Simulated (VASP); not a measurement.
Write the native input for VASP 6.6.1 that does the following.

```
Task                   : single point
Functional             : r2SCAN
Potentials or basis    : VASP PAW PBE potentials, release 64 (Ga_d, N_h)
Cutoff                 : 1460 eV
k mesh                 : 8 × 8 × 8
Occupations            : gaussian, width 0.01 eV
Spin                   : no spin polarisation
Dipole correction      : no
Further INCAR settings : ALGO = Normal; EDIFF = 1e-06; NBANDS = 16
```

Crystal: GaN.

```
CELL_PARAMETERS angstrom
0.00000 2.13524 2.13524
2.13524 0.00000 2.13524
2.13524 2.13524 0.00000
ATOMIC_POSITIONS crystal
Ga 0.00000 0.00000 0.00000
N 0.50000 0.50000 0.50000
```

These files were run (other wordings do the same):

POSCAR

```
GaN
1.0
    0.0000000000      2.1352350000      2.1352350000
    2.1352350000      0.0000000000      2.1352350000
    2.1352350000      2.1352350000      0.0000000000
Ga N
1 1
Direct
    0.0000000000      0.0000000000      0.0000000000
    0.5000000000      0.5000000000      0.5000000000
```

INCAR.step1

```
SYSTEM = GaN
ALGO = Normal
EDIFF = 1E-5
ENCUT = 1460
GGA = PE
GGA_COMPAT = .FALSE.
ISMEAR = 0
LASPH = .TRUE.
LCHARG = .FALSE.
LREAL = .FALSE.
LWAVE = .TRUE.
NBANDS = 16
NELM = 120
PREC = Accurate
SIGMA = 0.01
```

INCAR.step2

```
SYSTEM = GaN
ALGO = Normal
EDIFF = 1E-6
ENCUT = 1460
GGA_COMPAT = .FALSE.
ISIF = 2
ISMEAR = 0
ISTART = 1
LASPH = .TRUE.
LCHARG = .TRUE.
LELF = .TRUE.
LMIXTAU = .TRUE.
LREAL = .FALSE.
LVHAR = .TRUE.
LWAVE = .FALSE.
METAGGA = R2SCAN
NBANDS = 16
NELM = 120
PREC = Accurate
SIGMA = 0.01
```

KPOINTS

```
k-points
0
G
  8 8 8
  0 0 0
```

Potentials or basis: VASP PAW PBE potentials, release 64 (Ga_d, N_h).

The run is started by

```console
$ cat potpaw_PBE.64/Ga_d/POTCAR potpaw_PBE.64/N_h/POTCAR > POTCAR
$ cp INCAR.step1 INCAR
$ mpirun -np 1 vasp_std > vasp.out
$ cp INCAR.step2 INCAR
$ mpirun -np 1 vasp_std > vasp.out
```

Results of the run:

- Pressure: -7.6 GPa
- Band gap on the k mesh: 0.92 eV (least direct gap 2.91 eV)

Caveat: the cell stands under tension; the PAW data sets were made with another functional, which shifts forces and pressure a little.

Run time: 83 s on 1 thread of Intel(R) Xeon(R) 6975P-C (Granite Rapids) (shared host), peak memory 0.29 GiB.
